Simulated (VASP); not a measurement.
# TlO2 in VASP: notebook, part 2 of 2

VASP 6.6.1. The steps go on from the part before.

## (3) Relaxation of cell and atoms, PBE

This run uses another cell than the first one, of 17.77 Å³/atom, 0.811 times its volume.

INCAR

```
SYSTEM = TlO2
  ALGO = Normal
  EDIFF = 1E-7
  EDIFFG = -0.04
  ENCUT = 600
  GGA = PE
  IBRION = 2
  ISIF = 3
  ISMEAR = 0
  LASPH = .TRUE.
  LCHARG = .FALSE.
  LREAL = .FALSE.
  LWAVE = .FALSE.
  NELM = 100
  NSW = 90
  PREC = Accurate
  SIGMA = 0.1
```

KPOINTS

```
k-points
0
G
  4 4 4
  0 0 0
```

POSCAR

```
TlO2
1.0
    0.0000000000      3.8296305693      3.9261450980
    3.5448176910      0.0000000000      3.9261450980
    3.5448176910      3.8296305693      0.0000000000
Tl O
2 4
Direct
    0.2500000000      0.2500000000      0.7500000000
    0.7500000000      0.7500000000      0.2500000000
    0.3692137924      0.6307862076      0.3692137924
    0.6307862076      0.3692137924      0.6307862076
    0.8608805197      0.1391194803      0.8608805197
    0.1391194803      0.8608805197      0.1391194803
```

Potentials or basis: VASP PAW PBE potentials, release 64 (Tl_d, O).

Started as:

```bash
$ cat potpaw_PBE.64/Tl_d/POTCAR potpaw_PBE.64/O/POTCAR > POTCAR
$ mpirun -np 1 vasp_std > vasp.out
```

OUTCAR:

```text
SYSTEM = TlO2
   EDIFF = 1E-7
   EDIFFG = -0.04
   ENCUT = 600
   GGA = PE
   IBRION = 2
   ISIF = 3
   ISMEAR = 0
   LASPH = .TRUE.
   LREAL = .FALSE.
   NELM = 100
   NSW = 90
   PREC = Accurate

 ion  position               nearest neighbor table
   1  0.250  0.250  0.750-   3 2.20   4 2.20   5 2.23   6 2.23   2 3.54   2 3.54   2 3.83   2 3.83
                             2 3.93   2 3.93
   2  0.750  0.750  0.250-   3 2.20   4 2.20   5 2.23   6 2.23   1 3.54   1 3.54   1 3.83   1 3.83
                             1 3.93   1 3.93
   3  0.369  0.631  0.369-   6 1.76   2 2.20   1 2.20
   4  0.631  0.369  0.631-   5 1.76   2 2.20   1 2.20
   5  0.861  0.139  0.861-   4 1.76   2 2.23   1 2.23
   6  0.139  0.861  0.139-   3 1.76   2 2.23   1 2.23

  LATTYP: Found a face centered orthorhombic cell.
 ALAT       =     7.0896353820
 B/A-ratio  =     1.0803462697
 C/A-ratio  =     1.1075732069

  Lattice vectors:

 A1 = (   0.0000000000,   3.8296305693,   3.9261450980)
 A2 = (   3.5448176910,   0.0000000000,   3.9261450980)
 A3 = (   3.5448176910,   3.8296305693,   0.0000000000)

Analysis of symmetry for initial positions (statically):
=====================================================================
 Subroutine PRICEL returns:
 Original cell was already a primitive cell.

 Routine SETGRP: Setting up the symmetry group for a
 face centered orthorhombic supercell.

 Subroutine GETGRP returns: Found  8 space group operations
 (whereof  8 operations were pure point group operations)
 out of a pool of  8 trial point group operations.

The static configuration has the point symmetry D_2h.

Analysis of symmetry for dynamics (positions and initial velocities):
=====================================================================
 Subroutine PRICEL returns:
 Original cell was already a primitive cell.

 Routine SETGRP: Setting up the symmetry group for a
 face centered orthorhombic supercell.

 Subroutine GETGRP returns: Found  8 space group operations
 (whereof  8 operations were pure point group operations)
 out of a pool of  8 trial point group operations.

The dynamic configuration has the point symmetry D_2h.

 Subroutine INISYM returns: Found  8 space group operations
 (whereof  8 operations are pure point group operations),
 and found     1 'primitive' translations

----------------------------------------------------------------------------------------

                                     Primitive cell

  volume of cell :     106.5975

  direct lattice vectors                    reciprocal lattice vectors
     0.000000000  3.829630569  3.926145098    -0.141050977  0.130560896  0.127351381
     3.544817691  0.000000000  3.926145098     0.141050977 -0.130560896  0.127351381
     3.544817691  3.829630569  0.000000000     0.141050977  0.130560896 -0.127351381

  length of vectors
     5.484586186  5.289645337  5.218409984     0.230564308  0.230564308  0.230564308

  position of ions in fractional coordinates (direct lattice)
     0.250000000  0.250000000  0.750000000
     0.750000000  0.750000000  0.250000000
     0.369213792  0.630786208  0.369213792
     0.630786208  0.369213792  0.630786208
     0.860880520  0.139119480  0.860880520
     0.139119480  0.860880520  0.139119480

[... 37 lines left out ...]
  0.000000  0.000000  0.000000      1.000000
  0.250000 -0.000000 -0.000000      8.000000
  0.500000 -0.000000 -0.000000      4.000000
  0.250000  0.250000  0.000000      2.000000
  0.500000  0.250000 -0.000000      8.000000
 -0.250000  0.250000  0.000000      4.000000
[... 10 lines left out ...]
 -0.250000  0.250000  0.500000      2.000000
  0.000000  0.500000  0.500000      1.000000
   k-points           NKPTS =     18   k-points in BZ     NKDIM =     18   number of bands    NBANDS=     30
   number of dos      NEDOS =    301   number of ions     NIONS =      6
   total plane-waves  NPLWV =  84672
   dimension x,y,z NGX =    48 NGY =   42 NGZ =   42
   dimension x,y,z NGXF=    96 NGYF=   84 NGZF=   84
   ions per type =               2   4
   NGX,Y,Z   is equivalent  to a cutoff of  14.55, 13.20, 13.38 a.u.
   NGXF,Y,Z  is equivalent  to a cutoff of  29.10, 26.40, 26.76 a.u.
 SYSTEM =  TlO2
   PREC   = accura    normal or accurate (medium, high low for compatibility)
   ISTART =      0    job   : 0-new  1-cont  2-samecut
   ICHARG =      2    charge: 1-file 2-atom 10-const
   ISPIN  =      1    spin polarized calculation?
   LNONCOLLINEAR =      F non collinear calculations
   LSORBIT =      F    spin-orbit coupling
   LASPH  =      T    aspherical Exc in radial PAW
   ENCUT  =  600.0 eV  44.10 Ry    6.64 a.u.  10.95 10.56 10.42*2*pi/ulx,y,z
   NELM   =    100;   NELMIN=  2; NELMDL= -5     # of ELM steps
   EDIFF  = 0.1E-06   stopping-criterion for ELM
   LREAL  =      F    real-space projection
   EDIFFG = -.4E-01   stopping-criterion for IOM
   NSW    =     90    number of steps for IOM
   IBRION =      2    ionic relax: 0-MD 1-quasi-New 2-CG
   NFREE  =      1    steps in history (QN), initial steepest desc. (CG)
   ISIF   =      3    stress and relaxation
   ISYM   =      2    0-nonsym 1-usesym 2-fastsym
   POTIM  = 0.5000    time-step for ionic-motion
   TEBEG  =    0.0;   TEEND  =   0.0 temperature during run
   PSTRESS=    0.0 pullay stress
   NELECT =      50.0000    total number of electrons
   NUPDOWN=      -1.0000    fix difference up-down
   EMIN   =  10.00;   EMAX   =-10.00  energy-range for DOS
   EFERMI =   0.00;   METHOD = LEGACY
   ISMEAR =     0;   SIGMA  =   0.10  broadening in eV -4-tet -1-fermi 0-gaus
   EFERMI_NEDOS =   21; number of points for ismear=-14 and -15
   IALGO  =     38    algorithm
   IMIX   =      4    mixing-type and parameters
     AMIX     =   0.40;   BMIX     =  1.00
     AMIX_MAG =   1.60;   BMIX_MAG =  1.00
  volume/ion in A,a.u.               =      17.77       119.89
  Fermi-wavevector in a.u.,A,eV,Ry     =   1.271986  2.403706 22.013537  1.617949
  Thomas-Fermi vector in A             =   2.404889
   LORBIT       =      0    0 simple, 1 ext, 2 COOP (PROOUT), +10 PAW based schemes
   GGA     = PE    functional components
   LHFCALC =     F    Hartree Fock is set to
   AEXX    =    0.0000 exact exchange contribution
   IVDW    =     0    specifies the selected vdW correction
   LEPSILON=     F    determine dielectric tensor
   LRPA    =     F    only Hartree local field effects (RPA)
 conjugate gradient relaxation of ions
 non-spin polarized calculation
 Gauss-broadening in eV      SIGMA  =   0.10
  energy-cutoff  :      600.00
  volume of cell :      106.60
 maximum number of plane-waves:      3574
 NGX is ok and might be reduce to    48
   NGX = 21   NGY = 21   NGZ = 21

--------------------------------------- Ionic step        1  -------------------------------------------

 number of electron      50.0000010 magnetization

 Free energy of the ion-electron system (eV)
  ---------------------------------------------------
  ext. energy  EPLUGINS =         0.00000000
  ---------------------------------------------------
  free energy    TOTEN  =       -22.13635837 eV

  energy without entropy =      -22.12669355  energy(sigma->0) =      -22.13152596

------------------------ aborting loop because EDIFF is reached ----------------------------------------

  FORCE on cell =-STRESS in cart. coord.  units (eV):
  Direction    XX          YY          ZZ          XY          YZ          ZX
  --------------------------------------------------------------------------------------
  -------------------------------------------------------------------------------------
  Total        2.0828796      8.8082432      5.5250546      0.0000000      0.0000000      0.0000000
  in kB       31.3060035    132.3892593     83.0424260      0.0000000      0.0000000      0.0000000
  external PRESSURE =      82.2458962 kB  Pullay stress =       0.0000000 kB
[... 101 lines left out ...]
  FREE ENERGIE OF THE ION-ELECTRON SYSTEM (eV)
  ---------------------------------------------------
  free  energy   TOTEN  =       -24.9492052853 eV

  energy  without entropy=      -24.9113644232  energy(sigma->0) =      -24.93028485

[... ionic steps 4 to 10 ...]

--------------------------------------- Ionic step       11  -------------------------------------------

 number of electron      50.0000009 magnetization

------------------------ aborting loop because EDIFF is reached ----------------------------------------
[... 75 lines left out ...]
--------------------------------------- Ionic step       13  -------------------------------------------

 number of electron      50.0000005 magnetization

 Free energy of the ion-electron system (eV)
  ---------------------------------------------------
  ext. energy  EPLUGINS =         0.00000000
  ---------------------------------------------------
  free energy    TOTEN  =       -25.08483530 eV

  energy without entropy =      -25.04445977  energy(sigma->0) =      -25.06464753

 E-fermi :   1.5217     XC(G=0):  -8.0279

 val. band max:        1.5175878735   @ k =  -0.2500   0.0000   0.2500
 cond. band min:       1.5544880859   @ k =   0.2500   0.0000   0.2500
 fundamental gap:      0.0369002124
 Fermi energy:         1.5217374012

 k-point     1 :       0.0000    0.0000    0.0000
  band No.  band energies     occupation
      1     -21.6284      2.00000
      2     -21.5645      2.00000
      3     -12.9357      2.00000
      4     -12.7270      2.00000
      5      -9.4938      2.00000
      6      -9.2953      2.00000
[... 616 lines left out ...]
  FREE ENERGIE OF THE ION-ELECTRON SYSTEM (eV)
  ---------------------------------------------------
  free  energy   TOTEN  =       -25.0848352954 eV

  energy  without entropy=      -25.0444597731  energy(sigma->0) =      -25.06464753

 reached required accuracy - stopping structural energy minimisation
```

It took 22 min on 1 thread of Intel Xeon 8259CL, shared host; peak memory 0.32 GiB.

What came out:

```yaml
Free_energy: -25.0848 eV
Relaxed_volume: 22.89 Å³/atom
Relaxed_cell: a = 6.150 Å, b = 5.591 Å, c = 5.743 Å, α = 65.71°, β = 55.95°, γ = 58.33°
Space_group_after_relaxing_to_0.05_Å: Pmmm (No. 47)
Energy_gained_by_relaxing: 491.4 meV/atom
Ionic_steps: 13
Pressure_after_relaxing: -0.2 GPa
Largest_force_after_relaxing: 0.021 eV/Å
Band_gap_on_the_k_mesh: zero (band 25 reaches 1.70 eV, above the bottom of band 26 at 1.39 eV)
```

Forces on the atoms (eV/Å):
```
Tl   0.000  0.000 -0.009
Tl   0.000  0.000  0.009
O    0.000 -0.021  0.000
O    0.000  0.021  0.000
O    0.000 -0.012  0.000
O    0.000  0.012  0.000
```

Step by step:
```tsv
step	energy change (eV)	largest force (eV/Å)	pressure (GPa)	volume (Å³)
1	0.0000	3.3592	8.22	106.60
2	-1.7390	2.8595	-1.92	121.21
3	-2.8128	1.8128	-1.71	135.29
4	7.1843	43.8065	25.54	166.25
5	-2.9300	0.2185	0.19	136.28
6	-2.9295	0.2808	0.37	136.92
7	-2.9156	0.8646	-1.25	138.87
8	-2.9334	0.2006	-0.17	137.53
9	-2.9405	0.1357	-0.17	137.79
10	-2.9453	0.1636	-0.13	138.20
11	-2.9456	0.2285	-0.59	138.10
12	-2.9468	0.0569	-0.38	138.15
13	-2.9485	0.0214	-0.21	137.32
```

Final structure:
```
Tl O
1.0
     0.00000    4.44701    4.24879
     3.63400    0.00000    4.24879
     3.63400    4.44701    0.00000
Tl O
2 4
Direct
  0.25007 0.25007 0.74993
  0.74993 0.74993 0.25007
  0.32614 0.67386 0.32614
  0.67386 0.32614 0.67386
  0.82528 0.17472 0.82528
  0.17472 0.82528 0.17472
```

Levels at points of the mesh, in eV from the Fermi level:
```csv
k point,band 22,band 23,band 24,band 25,band 26,band 27,band 28,band 29
"(0.00, 0.00, 0.00)",-3.60,-0.50,-0.08,0.18,1.20,1.43,3.51,4.64
"(0.50, 0.00, 0.00)",-3.60,-0.37,-0.36,-0.13,-0.12,3.59,3.59,4.13
"(0.50, 0.50, 0.00)",-2.75,-1.28,-1.08,-1.02,0.16,1.88,3.65,3.90
"(0.50, 0.00, 0.50)",-1.78,-1.18,-0.92,-0.20,-0.11,0.65,1.74,6.04
"(0.00, 0.50, 0.50)",-2.43,-0.19,-0.04,0.04,0.68,1.01,2.26,3.20
```

Caveat: the k points lie up to 0.33 Å⁻¹ apart in the final cell; the volume moved by over 15 % at a fixed basis, so the end points are rough; spin-orbit coupling is left out, which moves the levels of the heavy elements.
